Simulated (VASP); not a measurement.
# BaTiO3 (P4mm) in VASP: further runs

Aim: see how the results for BaTiO3 move with the level of theory and the settings. Levels: PBE, PBE+D3(BJ), RPBE+D3(BJ). Tasks: single point.

Program: VASP 6.6.1. These are calculated values, not measurements. Logs are shortened: lines on timing, memory, paths and dates and some standing lists are left out, and cuts for length are marked.

## (1) The cell of the first run

Symmetry: P4mm, No. 99, tetragonal system. Conventional cell: a = 3.946 Å, b = 3.946 Å, c = 3.964 Å, α = 90.00°, β = 90.00°, γ = 90.00°. Within 3.6 Å of Ba (site symmetry 4mm) lie 12 O at 2.75 to 2.84 Å and 8 Ti at 3.40 to 3.45 Å. Ti (site symmetry 4mm) has 6 O at 1.87 to 2.10 Å within 2.5 Å. O (site symmetry 2mm) has 2 Ti at 1.98 Å within 2.6 Å. O (site symmetry 4mm) has 2 Ti at 1.87 to 2.10 Å within 2.5 Å.

## (2) Single point, PBE

INCAR

```
ALGO     = Normal         # electronic algorithm
EDIFF    = 1E-6           # SCF threshold, eV
ENCUT    = 520            # plane-wave cutoff, eV
GGA      = PE             # functional
ISIF     = 2              # what is computed and relaxed
ISMEAR   = -1             # smearing method
LASPH    = T              # aspherical terms in the spheres
LCHARG   = F              # write CHGCAR
LREAL    = F              # projectors in reciprocal space
LWAVE    = F              # write WAVECAR
NBANDS   = 28             # bands
NELM     = 80             # most SCF steps
PREC     = Accurate       # precision mode
SIGMA    = 0.05           # smearing width, eV
```

KPOINTS

```
k-points
0
Gamma
  7 7 7
```

POSCAR

```
BaTiO3
1.0
    3.9457420220      0.0000000000      0.0000000000
    0.0000000000      3.9457420220      0.0000000000
    0.0000000000      0.0000000000      3.9636960459
Ba Ti O
1 1 3
Direct
    0.0000000000      0.0000000000      0.0000000000
    0.5000000000      0.5000000000      0.4900000000
    0.0000000000      0.5000000000      0.5170000000
    0.5000000000      0.0000000000      0.5170000000
    0.5000000000      0.5000000000      0.0190000000
```

Potentials or basis: VASP PAW PBE potentials, release 64 (Ba_sv, Ti_sv, O).

Launch:

```
> cat potpaw_PBE.64/Ba_sv/POTCAR potpaw_PBE.64/Ti_sv/POTCAR potpaw_PBE.64/O/POTCAR > POTCAR
> mpirun -np 1 vasp_std > vasp.out
```

OUTCAR:

```text
EDIFF = 1E-6
   ENCUT = 520
   GGA = PE
   ISIF = 2
   ISMEAR = -1
   LASPH = T
   LREAL = F
   NELM = 80
   PREC = Accurate

 ion  position               nearest neighbor table
   1  0.000  0.000  0.000-   3 2.75   4 2.75   3 2.75   4 2.75   5 2.79   5 2.79   5 2.79   5 2.79
                             4 2.84   3 2.84   4 2.84   3 2.84   2 3.40   2 3.40   2 3.40   2 3.40
   2  0.500  0.500  0.490-   5 1.87   4 1.98   3 1.98   4 1.98   3 1.98   5 2.10   1 3.40   1 3.40
                             1 3.40   1 3.40   1 3.45   1 3.45   1 3.45   1 3.45
   3  0.000  0.500  0.517-   2 1.98   2 1.98   1 2.75   1 2.75   1 2.84   1 2.84
   4  0.500  0.000  0.517-   2 1.98   2 1.98   1 2.75   1 2.75   1 2.84   1 2.84
   5  0.500  0.500  0.019-   2 1.87   2 2.10   1 2.79   1 2.79   1 2.79   1 2.79

  LATTYP: Found a simple tetragonal cell.
 ALAT       =     3.9457420220
 C/A-ratio  =     1.0045502275

  Lattice vectors:

 A1 = (   3.9457420220,   0.0000000000,   0.0000000000)
 A2 = (   0.0000000000,   3.9457420220,   0.0000000000)
 A3 = (   0.0000000000,   0.0000000000,   3.9636960459)

Analysis of symmetry for initial positions (statically):
=====================================================================
 Subroutine PRICEL returns:
 Original cell was already a primitive cell.

 Routine SETGRP: Setting up the symmetry group for a
 simple tetragonal supercell.

 Subroutine GETGRP returns: Found  8 space group operations
 (whereof  8 operations were pure point group operations)
 out of a pool of 16 trial point group operations.

The static configuration has the point symmetry C_4v.

Analysis of symmetry for dynamics (positions and initial velocities):
=====================================================================
 Subroutine PRICEL returns:
 Original cell was already a primitive cell.

 Routine SETGRP: Setting up the symmetry group for a
 simple tetragonal supercell.

 Subroutine GETGRP returns: Found  8 space group operations
 (whereof  8 operations were pure point group operations)
 out of a pool of 16 trial point group operations.

The dynamic configuration has the point symmetry C_4v.

 Subroutine INISYM returns: Found  8 space group operations
 (whereof  8 operations are pure point group operations),
 and found     1 'primitive' translations

----------------------------------------------------------------------------------------

                                     Primitive cell

  volume of cell :      61.7103

  direct lattice vectors                    reciprocal lattice vectors
     3.945742022  0.000000000  0.000000000     0.253437755  0.000000000  0.000000000
     0.000000000  3.945742022  0.000000000     0.000000000  0.253437755  0.000000000
     0.000000000  0.000000000  3.963696046     0.000000000  0.000000000  0.252289779

  length of vectors
     3.945742022  3.945742022  3.963696046     0.253437755  0.253437755  0.252289779

  position of ions in fractional coordinates (direct lattice)
     0.000000000  0.000000000  0.000000000
     0.500000000  0.500000000  0.490000000
     0.000000000  0.500000000  0.517000000
     0.500000000  0.000000000  0.517000000
     0.500000000  0.500000000  0.019000000

  ion indices of the primitive-cell ions
   primitive index   ion index
                 1           1
                 2           2
                 3           3
                 4           4
                 5           5

----------------------------------------------------------------------------------------

 KPOINTS: k-points

Automatic generation of k-mesh.
 Grid dimensions read from file:
 generate k-points for:    7    7    7

 Generating k-lattice:

  Cartesian coordinates                     Fractional coordinates (reciprocal lattice)
     0.036205394  0.000000000  0.000000000     0.142857143  0.000000000  0.000000000
     0.000000000  0.036205394  0.000000000     0.000000000  0.142857143  0.000000000
     0.000000000  0.000000000  0.036041397     0.000000000  0.000000000  0.142857143

  Length of vectors
     0.036205394  0.036205394  0.036041397
[... 46 lines left out ...]

 Free energy of the ion-electron system (eV)
  ---------------------------------------------------
  ext. energy  EPLUGINS =         0.00000000
  ---------------------------------------------------
  free energy    TOTEN  =       -39.85001265 eV

  energy without entropy =      -39.85001265  energy(sigma->0) =      -39.85001265

 E-fermi :   5.1155     XC(G=0): -11.4588

 val. band max:        4.0674650527   @ k =   0.4286   0.4286   0.4286
 cond. band min:       6.0206199937   @ k =   0.0000   0.0000   0.0000
 fundamental gap:      1.9531549410
 Fermi energy:         5.1154531930

 k-point     1 :       0.0000    0.0000    0.0000
  band No.  band energies     occupation
      1     -52.2598      2.00000
      2     -28.5288      2.00000
      3     -28.4938      2.00000
      4     -28.4938      2.00000
      5     -20.6044      2.00000
      6     -12.8442      2.00000
[... 20 lines left out ...]
     27       9.2654      0.00000
     28      11.9236      0.00000

 k-point     2 :       0.1429    0.0000    0.0000
  band No.  band energies     occupation
      1     -52.2595      2.00000
      2     -28.5283      2.00000
      3     -28.5060      2.00000
      4     -28.4933      2.00000
      5     -20.5770      2.00000
      6     -12.8706      2.00000
[... 20 lines left out ...]
     27       9.6657      0.00000
     28      12.4156      0.00000

 k-point     3 :       0.2857    0.0000    0.0000
  band No.  band energies     occupation
      1     -52.2590      2.00000
      2     -28.5336      2.00000
      3     -28.5271      2.00000
      4     -28.4922      2.00000
      5     -20.5141      2.00000
      6     -13.0006      2.00000
[... 20 lines left out ...]
     27      10.7012      0.00000
     28      12.6554      0.00000

 k-point     4 :       0.4286    0.0000    0.0000
  band No.  band energies     occupation
      1     -52.2585      2.00000
      2     -28.5554      2.00000
      3     -28.5263      2.00000
      4     -28.4913      2.00000
      5     -20.4622      2.00000
      6     -13.1389      2.00000
[... 578 lines left out ...]
     27      11.1025      0.00000
     28      12.9375      0.00000

 k-point    23 :       0.2857    0.0000    0.2857
  band No.  band energies     occupation
      1     -52.2582      2.00000
      2     -28.5646      2.00000
      3     -28.5313      2.00000
      4     -28.4907      2.00000
      5     -20.4471      2.00000
      6     -12.8065      2.00000
[... 20 lines left out ...]
     27      12.1376      0.00000
     28      13.0087      0.00000

 k-point    24 :       0.4286    0.0000    0.2857
  band No.  band energies     occupation
      1     -52.2578      2.00000
      2     -28.5633      2.00000
      3     -28.5527      2.00000
      4     -28.4899      2.00000
      5     -20.4072      2.00000
      6     -12.7957      2.00000
[... 20 lines left out ...]
     27      12.8344      0.00000
     28      13.2818      0.00000

 [... further k-points ...]
[... 5 lines left out ...]
  --------------------------------------------------------------------------------------
  -------------------------------------------------------------------------------------
  Total        4.5580265      4.5580265      4.9847062      0.0000000      0.0000000      0.0000000
  in kB      118.3394954    118.3394954    129.4173276      0.0000000      0.0000000      0.0000000
  external PRESSURE =     122.0321061 kB  Pullay stress =       0.0000000 kB

 VOLUME and BASIS-vectors are now :
 -----------------------------------------------------------------------------
  energy-cutoff  :      520.00
  volume of cell :       61.71
      direct lattice vectors                 reciprocal lattice vectors
     3.945742022  0.000000000  0.000000000     0.253437755  0.000000000  0.000000000
     0.000000000  3.945742022  0.000000000     0.000000000  0.253437755  0.000000000
     0.000000000  0.000000000  3.963696046     0.000000000  0.000000000  0.252289779

 POSITION                                       TOTAL-FORCE (eV/Angst)
 -----------------------------------------------------------------------------------
      0.00000      0.00000      0.00000         0.000000      0.000000      0.117893
      1.97287      1.97287      1.94221        -0.000000     -0.000000      0.085536
      0.00000      1.97287      2.04923        -0.000000      0.000000     -0.105835
      1.97287      0.00000      2.04923        -0.000000      0.000000     -0.105835
      1.97287      1.97287      0.07531        -0.000000      0.000000      0.008240
 -----------------------------------------------------------------------------------
    total drift:                                0.000000      0.000000      0.000492

  FREE ENERGIE OF THE ION-ELECTRON SYSTEM (eV)
  ---------------------------------------------------
  free  energy   TOTEN  =       -39.8500126484 eV

  energy  without entropy=      -39.8500126481  energy(sigma->0) =      -39.85001265
```

Wall time 34 s (1 thread of Intel Xeon 6975P-C (Granite Rapids), shared host); peak memory 0.21 GiB.

Results:

```
Free energy            : -39.8500 eV
Pressure               : 12.2 GPa
Largest force          : 0.118 eV/Å
Band gap on the k mesh : 1.95 eV, indirect (least direct gap 2.11 eV)
```

Forces in eV/Å, atoms in the order of the input:
```
Ba   0.000  0.000  0.118
Ti   0.000  0.000  0.086
O    0.000  0.000 -0.106
O    0.000  0.000 -0.106
O    0.000  0.000  0.008
```

Levels at points of the mesh, in eV from the valence-band top:
| k point | band 16 | band 17 | band 18 | band 19 | band 20 | band 21 | band 22 | band 23 | band 24 | band 25 |
| --- | --- | --- | --- | --- | --- | --- | --- | --- | --- | --- |
| (0.00, 0.00, 0.00) | -1.20 | -1.10 | -0.17 | -0.16 | -0.16 | 1.95 | 2.18 | 2.18 | 4.35 | 4.44 |

Caveat: spin-orbit coupling is left out, which moves the levels of the heavy elements. A k mesh can miss the band edges.

## (3) Single point, PBE+D3(BJ)

This run uses another cell than the first one, of 12.60 Å³/atom, 1.021 times its volume.

INCAR

```
ALGO = Normal
EDIFF = 1E-7
ENCUT = 520
GGA = PE
ISIF = 2
ISMEAR = -1
IVDW = 12
LASPH = True
LCHARG = False
LREAL = False
LWAVE = False
NBANDS = 28
NELM = 60
PREC = Accurate
SIGMA = 0.05
```

KPOINTS is that of step 2.

POSCAR: that of step 2 with these lines changed.

```diff
@@ -2,5 +2,5 @@
 1.0
-    3.9457420220      0.0000000000      0.0000000000
-    0.0000000000      3.9457420220      0.0000000000
-    0.0000000000      0.0000000000      3.9636960459
+    3.9729548958      0.0000000000      0.0000000000
+    0.0000000000      3.9729548958      0.0000000000
+    0.0000000000      0.0000000000      3.9910327445
 Ba Ti O
```

Potentials or basis: VASP PAW PBE potentials, release 64 (Ba_sv, Ti_sv, O).

Launch:

```
> cat potpaw_PBE.64/Ba_sv/POTCAR potpaw_PBE.64/Ti_sv/POTCAR potpaw_PBE.64/O/POTCAR > POTCAR
> mpirun -np 1 vasp_std > vasp.out
```

Run time: 35 s. Hardware: 1 thread of Intel Xeon 6975P-C (Granite Rapids), shared host; peak memory 0.23 GiB.

It converged, with:

```
Free energy                : -41.2811 eV
Pressure                   : 4.5 GPa
Largest force              : 0.146 eV/Å
Band gap on the k mesh     : 1.91 eV, indirect (least direct gap 2.09 eV)
Dispersion energy per atom : -0.270 eV
```

Forces in eV/Å, atoms in the order of the input:
```
Ba   0.000  0.000  0.096
Ti   0.000  0.000 -0.020
O    0.000  0.000 -0.111
O    0.000  0.000 -0.111
O    0.000  0.000  0.146
```

Stress tensor (GPa, compression positive):
```
4.13 0.00 0.00
0.00 4.13 0.00
0.00 0.00 5.15
```

Levels at points of the mesh, in eV from the valence-band top:
| k point | band 17 | band 18 | band 19 | band 20 | band 21 | band 22 | band 23 | band 24 |
| --- | --- | --- | --- | --- | --- | --- | --- | --- |
| (0.00, 0.00, 0.00) | -1.07 | -0.19 | -0.18 | -0.18 | 1.91 | 2.13 | 2.13 | 4.20 |

Caveat: spin-orbit coupling is left out, which moves the levels of the heavy elements.

## (4) Single point, RPBE+D3(BJ)

This run uses another cell than the first one, of 12.60 Å³/atom, 1.021 times its volume.

INCAR

```
ALGO     = Normal         # electronic algorithm
EDIFF    = 1E-7           # SCF threshold, eV
ENCUT    = 520            # plane-wave cutoff, eV
GGA      = RP             # functional
ISIF     = 2              # what is computed and relaxed
ISMEAR   = -1             # smearing method
IVDW     = 12             # dispersion correction
LASPH    = T              # aspherical terms in the spheres
LCHARG   = T              # write CHGCAR
LELF     = T              # ELF
LREAL    = F              # projectors in reciprocal space
LVHAR    = T            
LWAVE    = F              # write WAVECAR
NBANDS   = 28             # bands
NELM     = 80             # most SCF steps
PREC     = Accurate       # precision mode
SIGMA    = 0.05           # smearing width, eV
```

KPOINTS is that of step 3.

POSCAR is that of step 3.

Launch:

```
> cat potpaw_PBE.64/Ba_sv/POTCAR potpaw_PBE.64/Ti_sv/POTCAR potpaw_PBE.64/O/POTCAR > POTCAR
> mpirun -np 1 vasp_std > vasp.out
```

Run time: 39 s. Hardware: 1 thread of Intel Xeon 6975P-C (Granite Rapids), shared host; peak memory 0.22 GiB.

The run converged. Its results:

```yaml
Free_energy: -45.9428 eV
Pressure: -14.4 GPa
Largest_force: 0.121 eV/Å
Band_gap_on_the_k_mesh: 1.95 eV, indirect (least direct gap 2.13 eV)
Dispersion_energy_per_atom: -1.632 eV
```

Forces on the atoms (eV/Å):
```
Ba   0.000  0.000  0.121
Ti   0.000  0.000  0.006
O    0.000  0.000 -0.119
O    0.000  0.000 -0.119
O    0.000  0.000  0.111
```

Stress tensor (GPa, compression positive):
```
-14.74   0.00   0.00
  0.00 -14.74   0.00
  0.00   0.00 -13.81
```

Levels at points of the mesh, in eV from the valence-band top:
| k point | band 16 | band 17 | band 18 | band 19 | band 20 | band 21 | band 22 | band 23 | band 24 | band 25 |
| --- | --- | --- | --- | --- | --- | --- | --- | --- | --- | --- |
| (0.00, 0.00, 0.00) | -1.16 | -1.06 | -0.19 | -0.18 | -0.18 | 1.95 | 2.17 | 2.17 | 4.19 | 4.29 |

Caveat: the PAW data sets were made with another functional, which shifts forces and pressure a little; spin-orbit coupling is left out, which moves the levels of the heavy elements. Expect the measured gap to be larger: semilocal functionals such as RPBE lack the derivative discontinuity.

## (5) Single point, PBE+D3(BJ)

This run uses another cell than the first one, of 12.86 Å³/atom, 1.042 times its volume.

INCAR

```
SYSTEM = BaTiO3
PREC = Accurate
ENCUT = 520
EDIFF = 1E-6
ISMEAR = -1
SIGMA = 0.05
LREAL = .FALSE.
LASPH = .TRUE.
NELM = 80
ALGO = Normal
ISIF = 2
LWAVE = .FALSE.
LCHARG = .TRUE.
GGA = PE
IVDW = 12
LELF = .TRUE.
LVHAR = .TRUE.
NBANDS = 28
```

KPOINTS

```
Automatic mesh
0
G
  7 7 7
  0 0 0
```

POSCAR: that of step 4 with these lines changed.

```diff
@@ -2,5 +2,5 @@
 1.0
-    3.9729548958      0.0000000000      0.0000000000
-    0.0000000000      3.9729548958      0.0000000000
-    0.0000000000      0.0000000000      3.9910327445
+    3.9998000000      0.0000000000      0.0000000000
+    0.0000000000      3.9998000000      0.0000000000
+    0.0000000000      0.0000000000      4.0180000000
 Ba Ti O
```

Launch:

```
> cat potpaw_PBE.64/Ba_sv/POTCAR potpaw_PBE.64/Ti_sv/POTCAR potpaw_PBE.64/O/POTCAR > POTCAR
> mpirun -np 1 vasp_std > vasp.out
```

Wall time 36 s (1 thread of Intel Xeon 6975P-C (Granite Rapids), shared host); peak memory 0.22 GiB.

Results (log left out):

* Free energy: -41.3035 eV
* Pressure: 0.8 GPa
* Largest force: 0.275 eV/Å
* Band gap on the k mesh: 1.87 eV, indirect (least direct gap 2.06 eV)
* Dispersion energy per atom: -0.264 eV

Forces in eV/Å, atoms in the order of the input:
```
Ba   0.000  0.000  0.075
Ti   0.000  0.000 -0.117
O    0.000  0.000 -0.117
O    0.000  0.000 -0.117
O    0.000  0.000  0.275
```

Stress tensor (GPa, compression positive):
```
0.53 0.00 0.00
0.00 0.53 0.00
0.00 0.00 1.47
```

Levels at points of the mesh, in eV from the valence-band top:
| k point | band 18 | band 19 | band 20 | band 21 | band 22 | band 23 |
| --- | --- | --- | --- | --- | --- | --- |
| (0.00, 0.00, 0.00) | -0.21 | -0.20 | -0.20 | 1.87 | 2.08 | 2.08 |

Caveat: spin-orbit coupling is left out, which moves the levels of the heavy elements. A k mesh can miss the band edges.

## (6) Single point, RPBE+D3(BJ)

This run uses another cell than the first one, of 12.86 Å³/atom, 1.042 times its volume.

INCAR

```
PREC     = Accurate       # precision mode
ENCUT    = 520            # plane-wave cutoff, eV
EDIFF    = 1E-6           # SCF threshold, eV
ISMEAR   = -1             # smearing method
SIGMA    = 0.05           # smearing width, eV
LREAL    = False          # projectors in reciprocal space
LASPH    = True           # aspherical terms in the spheres
NELM     = 60             # most SCF steps
ALGO     = Normal         # electronic algorithm
ISIF     = 2              # what is computed and relaxed
LWAVE    = False          # write WAVECAR
LCHARG   = False          # write CHGCAR
GGA      = RP             # functional
IVDW     = 12             # dispersion correction
NBANDS   = 28             # bands
```

KPOINTS

```
regular mesh
0
Gamma
  7 7 7
```

POSCAR is that of step 5.

Potentials or basis: VASP PAW PBE potentials, release 64 (Ba_sv, Ti_sv, O).

Launch:

```
> cat potpaw_PBE.64/Ba_sv/POTCAR potpaw_PBE.64/Ti_sv/POTCAR potpaw_PBE.64/O/POTCAR > POTCAR
> mpirun -np 1 vasp_std > vasp.out
```

Run time: 36 s. Hardware: 1 thread of Intel Xeon 6975P-C (Granite Rapids), shared host; peak memory 0.23 GiB.

It converged, with:

```yaml
Free_energy: -45.8163 eV
Pressure: -17.4 GPa
Largest_force: 0.238 eV/Å
Band_gap_on_the_k_mesh: 1.90 eV, indirect (least direct gap 2.10 eV)
Dispersion_energy_per_atom: -1.590 eV
```

Forces in eV/Å, atoms in the order of the input:
```
Ba   0.000  0.000  0.101
Ti   0.000  0.000 -0.092
O    0.000  0.000 -0.124
O    0.000  0.000 -0.124
O    0.000  0.000  0.238
```

Stress tensor (GPa, compression positive):
```
-17.71   0.00   0.00
  0.00 -17.71   0.00
  0.00   0.00 -16.86
```

Levels at points of the mesh, in eV from the valence-band top:
```csv
k point,band 18,band 19,band 20,band 21,band 22,band 23
"(0.00, 0.00, 0.00)",-0.21,-0.20,-0.20,1.90,2.12,2.12
```

Caveat: the PAW data sets were made with another functional, which shifts forces and pressure a little; spin-orbit coupling is left out, which moves the levels of the heavy elements. A k mesh can miss the band edges.

## (7) Overview

| level | cell | gap on the mesh (eV) | pressure (GPa) | largest force (eV/Å) |
| --- | --- | --- | --- | --- |
| PBE | a = 3.946, b = 3.946, c = 3.964 Å, 5 atoms | 1.95 | 12.2 | 0.12 |
| PBE+D3(BJ) | a = 3.973, b = 3.973, c = 3.991 Å, 5 atoms | 1.91 | 4.5 | 0.15 |
| RPBE+D3(BJ) | a = 3.973, b = 3.973, c = 3.991 Å, 5 atoms | 1.95 | -14.4 | 0.12 |
| PBE+D3(BJ) | a = 4.000, b = 4.000, c = 4.018 Å, 5 atoms | 1.87 | 0.8 | 0.27 |
| RPBE+D3(BJ) | a = 4.000, b = 4.000, c = 4.018 Å, 5 atoms | 1.90 | -17.4 | 0.24 |

Alike in all rows: task single point; potentials or basis VASP PAW PBE potentials, release 64 (Ba_sv, Ti_sv, O); no spin polarisation; k mesh 7 × 7 × 7; cutoff (eV) 520; smearing fermi-dirac 0.05 eV.

Caveats: spin-orbit coupling is left out, which moves the levels of the heavy elements; the PAW data sets were made with another functional, which shifts forces and pressure a little (some runs).

Total energies depend on the potentials used, so only differences within one code and one set of settings carry meaning.
